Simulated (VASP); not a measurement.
A run of VASP 6.6.1 is set up as follows.

The input INCAR:

```
SYSTEM = MgO
PREC = Accurate
ENCUT = 600
EDIFF = 1E-6
ISMEAR = 0
SIGMA = 0.02
LREAL = .FALSE.
LASPH = .TRUE.
NELM = 80
ALGO = Normal
ISIF = 3
LWAVE = .FALSE.
LCHARG = .FALSE.
GGA = PE
IBRION = 2
NSW = 100
EDIFFG = -0.005
```

File KPOINTS:

```
Automatic mesh
0
G
  9 9 4
  0 0 0
```

POSCAR

```
MgO
1.0
    2.9818690000      0.0000000000      0.0000000000
   -1.4909350000      2.5823750000      0.0000000000
    0.0000000000      0.0000000000      7.3040580000
Mg O
3 3
Direct
    0.0000000000      0.0000000000      0.0000000000
    0.3333333300      0.6666666700      0.3333333300
    0.6666666700      0.3333333300      0.6666666700
    0.6666666700      0.3333333300      0.1666666700
    0.0000000000      0.0000000000      0.5000000000
    0.3333333300      0.6666666700      0.8333333300
```

Potentials or basis: VASP PAW PBE potentials, release 64 (Mg, O).

Run with:

```bash
$ cat potpaw_PBE.64/Mg/POTCAR potpaw_PBE.64/O/POTCAR > POTCAR
$ mpirun -np 1 vasp_std > vasp.out
```

Problem. What does it give for the band gap on the k mesh?

Solution. 4.50 eV.

Problem. Estimate the space group after relaxing (to 0.1 Å).

Solution. Fm-3m (No. 225).

Problem. What does it give for the relaxed volume?

Solution. 9.56 Å³/atom.

Final structure:
```cif
data_structure
_symmetry_space_group_name_H-M 'P 1'
_symmetry_Int_Tables_number 1
_cell_length_a 3.0016
_cell_length_b 3.0016
_cell_length_c 7.3523
_cell_angle_alpha 90.000
_cell_angle_beta 90.000
_cell_angle_gamma 120.000
_cell_volume 57.37
loop_
_atom_site_label
_atom_site_type_symbol
_atom_site_fract_x
_atom_site_fract_y
_atom_site_fract_z
_atom_site_occupancy
Mg1 Mg 0.00000 0.00000 0.00000 1
Mg2 Mg 0.33333 0.66667 0.33333 1
Mg3 Mg 0.66667 0.33333 0.66667 1
O1 O 0.66667 0.33333 0.16667 1
O2 O 0.00000 0.00000 0.50000 1
O3 O 0.33333 0.66667 0.83333 1
```

A k mesh can miss the band edges.
